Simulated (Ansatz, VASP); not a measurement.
# Two plane-wave programs on Rh

```
Rh
1.0
    -1.55921    1.55921    1.55921
     1.55921   -1.55921    1.55921
     1.55921    1.55921   -1.55921
Rh
1
Direct
  0.00000 0.00000 0.00000
```

Alike in both runs: task relaxation of cell and atoms; functional PBE; k mesh 8 × 8 × 8; occupations gaussian, width 0.1 eV; no spin polarisation.

|  | VASP | Ansatz |
| --- | --- | --- |
| version | VASP 6.6.1 | Ansatz 0.2.0 |
| potentials or method | VASP PAW PBE potentials, release 64 (Rh_pv), cutoff 600 eV | scalar-relativistic, plane waves, PAW |
| valence electrons in the cell | 15 | 17 |

|  | VASP | Ansatz | Ansatz less VASP |
| --- | --- | --- | --- |
| gap on the k mesh at the Fermi level, each at its own relaxed structure (eV) | none | none | - |
| relaxed volume (Å³/atom) | 14.48 | 14.47 | -0.017 |
| relaxed cell length with the largest relative difference (Å) | 2.660 | 2.659 | -0.0010 |

A gap of «none» marks a metal or a gap that the smearing closes. VASP's potentials hold 15 valence electrons a cell and Ansatz's 17, so a difference there can come from the potentials and not from the codes.
